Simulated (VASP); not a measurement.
The system is CsBr.

```
Cs Br
1.0
     4.31960    0.00000    0.00000
     0.00000    4.31960    0.00000
     0.00000    0.00000    4.31960
Cs Br
1 1
Direct
  0.00000 0.00000 0.00000
  0.50000 0.50000 0.50000
```

Base run:

| Property | Result |
| --- | --- |
| Program | VASP 6.6.1 |
| Functional | r2SCAN |
| Potentials or basis | VASP PAW PBE potentials, release 64 (Cs_sv, Br) |
| Cutoff | 550 eV |
| k mesh | 6 × 6 × 6 |
| Occupations | gaussian, width 0.01 eV |
| Spin | no spin polarisation |

Its results: band gap on the k mesh 5.19 eV; pressure 0.1 GPa.

Question: The run is repeated on the same cell with these changes: functional from r2SCAN to PBE; cutoff from 550 eV to 500 eV. What comes out?

Answer: Band gap on the k mesh 4.42 eV (least direct gap 4.43 eV); pressure 0.7 GPa.

Caveats: spin-orbit coupling is left out, which moves the levels of the heavy elements; the PAW data sets were made with another functional, which shifts forces and pressure a little (at least some runs).

A k mesh can miss the band edges.
